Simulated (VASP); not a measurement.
# SiC (F-43m) in VASP: a series of runs

The runs below take SiC through single point, with PBE.

All numbers are computed with VASP 6.6.1; they aren't measurements. Logs are shortened: lines on timing, memory, paths and dates and some standing lists are left out, and cuts for length are marked.

## 1. The cell of the first run

It takes space group F-43m (No. 216, cubic). Conventional cell: a = 4.380 Å, b = 4.380 Å, c = 4.380 Å, α = 90.00°, β = 90.00°, γ = 90.00°. Si (site symmetry -43m) has 4 C at 1.90 Å within 2.5 Å. C (site symmetry -43m) has 4 Si at 1.90 Å within 2.5 Å.

## 2. Single point, PBE

The input, INCAR:

```
SYSTEM = SiC
PREC = Accurate ; ENCUT = 520
EDIFF = 1E-6 ; ISMEAR = 0
SIGMA = 0.02 ; LREAL = .FALSE.
LASPH = .TRUE. ; NELM = 80
ALGO = Normal ; ISIF = 2
LWAVE = .FALSE. ; LCHARG = .FALSE.
GGA = PE ; NBANDS = 11
```

The input, KPOINTS:

```
Automatic mesh
0
G
  10 10 10
  0 0 0
```

The input, POSCAR:

```
SiC
1.0
    0.0000000000      2.1898629706      2.1898629706
    2.1898629706      0.0000000000      2.1898629706
    2.1898629706      2.1898629706      0.0000000000
Si C
1 1
Direct
    0.7500000000      0.7500000000      0.7500000000
    0.0000000000      0.0000000000      0.0000000000
```

Potentials or basis: VASP PAW PBE potentials, release 64 (Si, C).

Run with:

```sh
$ cat potpaw_PBE.64/Si/POTCAR potpaw_PBE.64/C/POTCAR > POTCAR
$ mpirun -np 1 vasp_std > vasp.out
```

OUTCAR:

```text
SYSTEM = SiC
   PREC = Accurate
   ENCUT = 520
   EDIFF = 1E-6
   ISMEAR = 0
   LREAL = .FALSE.
   LASPH = .TRUE.
   NELM = 80
   ISIF = 2
   GGA = PE

 ion  position               nearest neighbor table
   1  0.750  0.750  0.750-   2 1.90   2 1.90   2 1.90   2 1.90
   2  0.000  0.000  0.000-   1 1.90   1 1.90   1 1.90   1 1.90

  LATTYP: Found a face centered cubic cell.
 ALAT       =     4.3797259412

  Lattice vectors:

 A1 = (   0.0000000000,   2.1898629706,   2.1898629706)
 A2 = (   2.1898629706,   0.0000000000,   2.1898629706)
 A3 = (   2.1898629706,   2.1898629706,   0.0000000000)

Analysis of symmetry for initial positions (statically):
=====================================================================
 Subroutine PRICEL returns:
 Original cell was already a primitive cell.

 Routine SETGRP: Setting up the symmetry group for a
 face centered cubic supercell.

 Subroutine GETGRP returns: Found 24 space group operations
 (whereof 24 operations were pure point group operations)
 out of a pool of 48 trial point group operations.

The static configuration has the point symmetry T_d .

Analysis of symmetry for dynamics (positions and initial velocities):
=====================================================================
 Subroutine PRICEL returns:
 Original cell was already a primitive cell.

 Routine SETGRP: Setting up the symmetry group for a
 face centered cubic supercell.

 Subroutine GETGRP returns: Found 24 space group operations
 (whereof 24 operations were pure point group operations)
 out of a pool of 48 trial point group operations.

The dynamic configuration has the point symmetry T_d .

 Subroutine INISYM returns: Found 24 space group operations
 (whereof 24 operations are pure point group operations),
 and found     1 'primitive' translations

----------------------------------------------------------------------------------------

                                     Primitive cell

  volume of cell :      21.0030

  direct lattice vectors                    reciprocal lattice vectors
     0.000000000  2.189862971  2.189862971    -0.228324789  0.228324789  0.228324789
     2.189862971  0.000000000  2.189862971     0.228324789 -0.228324789  0.228324789
     2.189862971  2.189862971  0.000000000     0.228324789  0.228324789 -0.228324789

  length of vectors
     3.096933913  3.096933913  3.096933913     0.395470135  0.395470135  0.395470135

  position of ions in fractional coordinates (direct lattice)
     0.750000000  0.750000000  0.750000000
     0.000000000  0.000000000  0.000000000

  ion indices of the primitive-cell ions
   primitive index   ion index
                 1           1
                 2           2

----------------------------------------------------------------------------------------

 KPOINTS: Automatic mesh

Automatic generation of k-mesh.
 Grid dimensions read from file:
 generate k-points for:   10   10   10

 Generating k-lattice:

  Cartesian coordinates                     Fractional coordinates (reciprocal lattice)
    -0.022832479  0.022832479  0.022832479     0.100000000  0.000000000  0.000000000
     0.022832479 -0.022832479  0.022832479     0.000000000  0.100000000  0.000000000
     0.022832479  0.022832479 -0.022832479     0.000000000  0.000000000  0.100000000

  Length of vectors
     0.039547013  0.039547013  0.039547013

  Shift w.r.t. Gamma in fractional coordinates (k-lattice)
     0.000000000  0.000000000  0.000000000

 Subroutine IBZKPT returns following result:
 ===========================================

 Found     47 irreducible k-points:

 Following reciprocal coordinates:
            Coordinates               Weight
  0.000000  0.000000  0.000000      1.000000
  0.100000  0.000000  0.000000      8.000000
  0.200000  0.000000  0.000000      8.000000
  0.300000  0.000000  0.000000      8.000000
  0.400000  0.000000  0.000000      8.000000
  0.500000  0.000000  0.000000      4.000000
[... 16 lines left out ...]
  0.300000  0.300000  0.000000      6.000000
  0.400000  0.300000  0.000000     24.000000
 [... further k-points ...]
   k-points           NKPTS =     47   k-points in BZ     NKDIM =     47   number of bands    NBANDS=     11
   number of dos      NEDOS =    301   number of ions     NIONS =      2
   total plane-waves  NPLWV =  13824
   dimension x,y,z NGX =    24 NGY =   24 NGZ =   24
   dimension x,y,z NGXF=    48 NGYF=   48 NGZF=   48
   ions per type =               1   1
   NGX,Y,Z   is equivalent  to a cutoff of  12.88, 12.88, 12.88 a.u.
   NGXF,Y,Z  is equivalent  to a cutoff of  25.77, 25.77, 25.77 a.u.
 SYSTEM =  SiC
   PREC   = accura    normal or accurate (medium, high low for compatibility)
   ISTART =      0    job   : 0-new  1-cont  2-samecut
   ICHARG =      2    charge: 1-file 2-atom 10-const
   ISPIN  =      1    spin polarized calculation?
   LNONCOLLINEAR =      F non collinear calculations
   LSORBIT =      F    spin-orbit coupling
   LASPH  =      T    aspherical Exc in radial PAW
   ENCUT  =  520.0 eV  38.22 Ry    6.18 a.u.   5.76  5.76  5.76*2*pi/ulx,y,z
   NELM   =     80;   NELMIN=  2; NELMDL= -5     # of ELM steps
   EDIFF  = 0.1E-05   stopping-criterion for ELM
   LREAL  =      F    real-space projection
   EDIFFG = 0.1E-04   stopping-criterion for IOM
   NSW    =      0    number of steps for IOM
   IBRION =     -1    ionic relax: 0-MD 1-quasi-New 2-CG
   NFREE  =      0    steps in history (QN), initial steepest desc. (CG)
   ISIF   =      2    stress and relaxation
   ISYM   =      2    0-nonsym 1-usesym 2-fastsym
   POTIM  = 0.5000    time-step for ionic-motion
   TEBEG  =    0.0;   TEEND  =   0.0 temperature during run
   PSTRESS=    0.0 pullay stress
   NELECT =       8.0000    total number of electrons
   NUPDOWN=      -1.0000    fix difference up-down
   EMIN   =  10.00;   EMAX   =-10.00  energy-range for DOS
   EFERMI =   0.00;   METHOD = LEGACY
   ISMEAR =     0;   SIGMA  =   0.02  broadening in eV -4-tet -1-fermi 0-gaus
   EFERMI_NEDOS =   21; number of points for ismear=-14 and -15
   IALGO  =     38    algorithm
   IMIX   =      4    mixing-type and parameters
     AMIX     =   0.40;   BMIX     =  1.00
     AMIX_MAG =   1.60;   BMIX_MAG =  1.00
  volume/ion in A,a.u.               =      10.50        70.87
  Fermi-wavevector in a.u.,A,eV,Ry     =   1.186710  2.242556 19.160817  1.408280
  Thomas-Fermi vector in A             =   2.322877
   LORBIT       =      0    0 simple, 1 ext, 2 COOP (PROOUT), +10 PAW based schemes
   GGA     = PE    functional components
   LHFCALC =     F    Hartree Fock is set to
   AEXX    =    0.0000 exact exchange contribution
   IVDW    =     0    specifies the selected vdW correction
   LEPSILON=     F    determine dielectric tensor
   LRPA    =     F    only Hartree local field effects (RPA)
 non-spin polarized calculation
 Gauss-broadening in eV      SIGMA  =   0.02
  energy-cutoff  :      520.00
  volume of cell :       21.00
 maximum number of plane-waves:       588
   NGX = 11   NGY = 11   NGZ = 11

 number of electron       8.0000001 magnetization

 Free energy of the ion-electron system (eV)
  ---------------------------------------------------
  ext. energy  EPLUGINS =         0.00000000
  ---------------------------------------------------
  free energy    TOTEN  =       -15.06083293 eV

  energy without entropy =      -15.06083293  energy(sigma->0) =      -15.06083293

 E-fermi :   8.0366     XC(G=0): -11.2912

 val. band max:        7.9404609962   @ k =   0.0000   0.0000   0.0000
 cond. band min:       9.3109527916   @ k =   0.5000   0.5000   0.0000
 fundamental gap:      1.3704917954
 Fermi energy:         8.0365984285

 k-point     1 :       0.0000    0.0000    0.0000
  band No.  band energies     occupation
      1      -7.3462      2.00000
      2       7.9405      2.00000
      3       7.9405      2.00000
      4       7.9405      2.00000
      5      13.9996      0.00000
      6      15.1449      0.00000
      7      15.1449      0.00000
      8      15.1449      0.00000
      9      22.3601      0.00000
     10      22.3601      0.00000
     11      24.1904      0.00000

 k-point     2 :       0.1000    0.0000    0.0000
  band No.  band energies     occupation
      1      -7.1532      2.00000
      2       6.9338      2.00000
      3       7.8072      2.00000
      4       7.8072      2.00000
      5      14.2823      0.00000
      6      15.3860      0.00000
      7      15.3860      0.00000
      8      15.4000      0.00000
      9      21.4262      0.00000
     10      21.4262      0.00000
     11      24.0913      0.00000

 k-point     3 :       0.2000    0.0000    0.0000
  band No.  band energies     occupation
      1      -6.5828      2.00000
      2       4.8285      2.00000
      3       7.5014      2.00000
      4       7.5014      2.00000
      5      14.0122      0.00000
      6      15.7484      0.00000
      7      15.7484      0.00000
      8      16.5852      0.00000
      9      20.7662      0.00000
     10      20.7662      0.00000
     11      23.2150      0.00000

 k-point     4 :       0.3000    0.0000    0.0000
  band No.  band energies     occupation
      1      -5.6710      2.00000
      2       2.5384      2.00000
      3       7.1865      2.00000
      4       7.1865      2.00000
      5      13.6038      0.00000
      6      15.6305      0.00000
      7      15.6305      0.00000
      8      17.5770      0.00000
      9      21.5624      0.00000
     10      21.5624      0.00000
     11      22.9280      0.00000
[... 239 lines left out ...]
 k-point    22 :      -0.2000    0.2000    0.0000
  band No.  band energies     occupation
      1      -5.3648      2.00000
      2       3.1632      2.00000
      3       4.7524      2.00000
      4       7.2933      2.00000
      5      14.4259      0.00000
      6      15.8206      0.00000
      7      16.2214      0.00000
      8      16.9768      0.00000
      9      19.4074      0.00000
     10      23.2149      0.00000
     11      26.9256      0.00000

 k-point    23 :       0.3000    0.3000    0.0000
  band No.  band energies     occupation
      1      -5.1016      2.00000
      2       3.5865      2.00000
      3       5.5994      2.00000
      4       5.5994      2.00000
      5      11.0844      0.00000
      6      13.4960      0.00000
      7      19.3288      0.00000
      8      19.3288      0.00000
      9      20.1805      0.00000
     10      24.9165      0.00000
     11      29.4524      0.00000

 k-point    24 :       0.4000    0.3000    0.0000
  band No.  band energies     occupation
      1      -4.2446      2.00000
      2       2.3770      2.00000
      3       4.8191      2.00000
      4       5.3393      2.00000
      5      10.7988      0.00000
      6      13.5029      0.00000
      7      19.4030      0.00000
      8      19.7316      0.00000
      9      21.5348      0.00000
     10      25.8803      0.00000
     11      28.9680      0.00000

 [... further k-points ...]
[... 5 lines left out ...]
  --------------------------------------------------------------------------------------
  -------------------------------------------------------------------------------------
  Total       -0.0061875     -0.0061875     -0.0061875      0.0000000      0.0000000     -0.0000000
  in kB       -0.4720008     -0.4720008     -0.4720008      0.0000000      0.0000000     -0.0000000
  external PRESSURE =      -0.4720008 kB  Pullay stress =       0.0000000 kB

 VOLUME and BASIS-vectors are now :
 -----------------------------------------------------------------------------
  energy-cutoff  :      520.00
  volume of cell :       21.00
      direct lattice vectors                 reciprocal lattice vectors
     0.000000000  2.189862971  2.189862971    -0.228324789  0.228324789  0.228324789
     2.189862971  0.000000000  2.189862971     0.228324789 -0.228324789  0.228324789
     2.189862971  2.189862971  0.000000000     0.228324789  0.228324789 -0.228324789

 POSITION                                       TOTAL-FORCE (eV/Angst)
 -----------------------------------------------------------------------------------
      3.28479      3.28479      3.28479         0.000000      0.000000     -0.000000
      0.00000      0.00000      0.00000        -0.000000     -0.000000      0.000000
 -----------------------------------------------------------------------------------
    total drift:                                0.000000      0.000000      0.000000

  FREE ENERGIE OF THE ION-ELECTRON SYSTEM (eV)
  ---------------------------------------------------
  free  energy   TOTEN  =       -15.0608329324 eV

  energy  without entropy=      -15.0608329324  energy(sigma->0) =      -15.06083293
```

It took 23 s on 1 thread of AMD EPYC 7R13, shared host; peak memory 0.11 GiB.

Results:

- Free energy: -15.0608 eV
- Pressure: 0.0 GPa
- Band gap on the k mesh: 1.37 eV, indirect (least direct gap 4.53 eV)

## 3. Single point, PBE

This run uses another cell than the first one: it holds 54 atoms, not 2.

The input, INCAR:

```
  PREC = Accurate
  ENCUT = 520
  EDIFF = 1E-6
  ISMEAR = 0
  SIGMA = 0.01
  LREAL = Auto
  LASPH = True
  NELM = 60
  ALGO = Normal
  ISIF = 2
  LWAVE = False
  LCHARG = False
  GGA = PE
  NBANDS = 141
```

The input, KPOINTS:

```
regular mesh
0
Gamma
  2 2 2
```

The input, POSCAR:

```
SiC
1.0
    0.0000000000      6.5695889117     -6.5695889117
    6.5695889117      6.5695889117      0.0000000000
    6.5695889117      0.0000000000     -6.5695889117
Si C
27 27
Direct
    0.4166666667      0.7500000000      0.4166666667
    0.4166666667      0.0833333333      0.4166666667
    0.4166666667      0.4166666667      0.4166666667
    0.0833333333      0.7500000000      0.4166666667
    0.0833333333      0.0833333333      0.4166666667
    0.0833333333      0.4166666667      0.4166666667
    0.7500000000      0.7500000000      0.4166666667
    0.7500000000      0.0833333333      0.4166666667
    0.7500000000      0.4166666667      0.4166666667
    0.4166666667      0.7500000000      0.0833333333
    0.4166666667      0.0833333333      0.0833333333
    0.4166666667      0.4166666667      0.0833333333
    0.0833333333      0.7500000000      0.0833333333
    0.0833333333      0.0833333333      0.0833333333
    0.0833333333      0.4166666667      0.0833333333
    0.7500000000      0.7500000000      0.0833333333
    0.7500000000      0.0833333333      0.0833333333
    0.7500000000      0.4166666667      0.0833333333
    0.4166666667      0.7500000000      0.7500000000
    0.4166666667      0.0833333333      0.7500000000
    0.4166666667      0.4166666667      0.7500000000
    0.0833333333      0.7500000000      0.7500000000
    0.0833333333      0.0833333333      0.7500000000
    0.0833333333      0.4166666667      0.7500000000
    0.7500000000      0.7500000000      0.7500000000
    0.7500000000      0.0833333333      0.7500000000
    0.7500000000      0.4166666667      0.7500000000
    0.3333333333      0.6666666667      0.6666666667
    0.3333333333      1.0000000000      0.6666666667
    0.3333333333      0.3333333333      0.6666666667
    0.0000000000      0.6666666667      0.6666666667
    0.0000000000      0.0000000000      0.6666666667
    0.0000000000      0.3333333333      0.6666666667
    0.6666666667      0.6666666667      0.6666666667
    0.6666666667      0.0000000000      0.6666666667
    0.6666666667      0.3333333333      0.6666666667
    0.3333333333      0.6666666667      0.3333333333
    0.3333333333      0.0000000000      0.3333333333
    0.3333333333      0.3333333333      0.3333333333
    0.0000000000      0.6666666667      0.3333333333
    0.0000000000      0.0000000000      0.3333333333
    0.0000000000      0.3333333333      0.3333333333
    0.6666666667      0.6666666667      0.3333333333
    0.6666666667      0.0000000000      0.3333333333
    0.6666666667      0.3333333333      0.3333333333
    0.3333333333      0.6666666667      1.0000000000
    0.3333333333      0.0000000000      1.0000000000
    0.3333333333      0.3333333333      1.0000000000
    0.0000000000      0.6666666667      1.0000000000
    0.0000000000      0.0000000000      1.0000000000
    0.0000000000      0.3333333333      1.0000000000
    0.6666666667      0.6666666667      1.0000000000
    0.6666666667      0.0000000000      1.0000000000
    0.6666666667      0.3333333333      1.0000000000
```

Potentials or basis: VASP PAW PBE potentials, release 64 (Si, C).

Run with:

```sh
$ cat potpaw_PBE.64/Si/POTCAR potpaw_PBE.64/C/POTCAR > POTCAR
$ mpirun -np 1 vasp_std > vasp.out
```

Run time: 21 min. Hardware: 1 thread of AMD EPYC 7R13, shared host; peak memory 0.7 GiB.

It converged, with:

```
Free energy            : -406.3778 eV
Pressure               : 0.0 GPa
Band gap on the k mesh : 1.36 eV
```

Levels at points of the mesh, in eV from the valence-band top:
```csv
k point,band 104,band 105,band 106,band 107,band 108,band 109,band 110,band 111,band 112,band 113
"(0.00, 0.00, 0.00)",-0.84,-0.84,0.00,0.00,0.00,2.62,2.62,2.62,2.62,2.62
"(0.50, 0.00, 0.00)",-1.05,-0.33,-0.33,-0.33,-0.33,2.72,2.72,2.72,2.72,2.72
"(0.50, 0.50, 0.00)",-1.10,-0.38,-0.38,-0.38,-0.38,1.36,3.97,3.97,3.97,3.97
```

A k mesh can miss the band edges. As with any semilocal functional, this PBE gap is likely too small.
